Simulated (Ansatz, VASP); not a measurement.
# One calculation of SrTiO3, two programs

INCAR

```
SYSTEM = SrTiO3
PREC = Accurate
ENCUT = 520
EDIFF = 1E-8
ISMEAR = -1
SIGMA = 0.05
LREAL = .FALSE.
LASPH = .TRUE.
NELM = 80
ALGO = Normal
ISIF = 2
LWAVE = .FALSE.
LCHARG = .FALSE.
GGA = PS
LEFG = .TRUE.
NBANDS = 28
```

File KPOINTS:

```
regular mesh
0
G
  7 7 7
  0 0 0
```

POSCAR

```
SrTiO3
1.0
    3.9179735172      0.0000000000      0.0000000000
    0.0000000000      3.9179735172      0.0000000000
    0.0000000000      0.0000000000      3.9179735172
Sr Ti O
1 1 3
Direct
    0.0000000000      0.0000000000      0.0000000000
    0.5000000000      0.5000000000      0.5000000000
    0.0000000000      0.5000000000      0.5000000000
    0.5000000000      0.0000000000      0.5000000000
    0.5000000000      0.5000000000      0.0000000000
```

Input for Ansatz:

```yaml
crystal:
  lattice:
    - [3.9179735172, 0.0, 0.0]
    - [0.0, 3.9179735172, 0.0]
    - [0.0, 0.0, 3.9179735172]
  atoms:
    - { symbol: Sr, position: [0.0, 0.0, 0.0] }
    - { symbol: Ti, position: [0.5, 0.5, 0.5] }
    - { symbol: O, position: [0.0, 0.5, 0.5] }
    - { symbol: O, position: [0.5, 0.0, 0.5] }
    - { symbol: O, position: [0.5, 0.5, 0.0] }
kpoints:
  mp_grid: { grid: [7, 7, 7] }
scf:
  occupations: { method: fermi_dirac, width: 0.05 }
hamiltonian:
  xc: pbesol
  pseudopotentials: { kind: all_electron, datasets: crystal }
output:
  forces: true
  stress: true
  eigenvalues: true
  efg: { contact_densities: true }
```

Change from the starting cell: volume scaled by 1.01, crystal datasets.

Alike in both runs: task electric field gradients; functional PBEsol; k mesh 7 × 7 × 7; occupations fermi-dirac, width 0.05 eV; no spin polarisation.

|  | VASP | Ansatz |
| --- | --- | --- |
| version | VASP 6.6.1 | Ansatz 0.2.0 |
| potentials or method | VASP PAW PBE potentials, release 64 (Sr_sv, Ti_sv, O), cutoff 520 eV | all-electron PAW with datasets made for the crystal, scalar-relativistic |

Ansatz gave:

* gap on the k mesh at the Fermi level (eV): 1.88
* pressure (GPa): -3.7
* size of Vzz on the site where it differs most (V/Å²): 11.2

Question: What did VASP give for the same quantities?

Answer: gap on the k mesh at the Fermi level (eV): 1.85; pressure (GPa): -3.0; size of Vzz on the site where it differs most (V/Å²): 10.4.

VASP's potentials were made for PBE, not for PBEsol. Ansatz ran all-electron here, and VASP with PAW potentials.
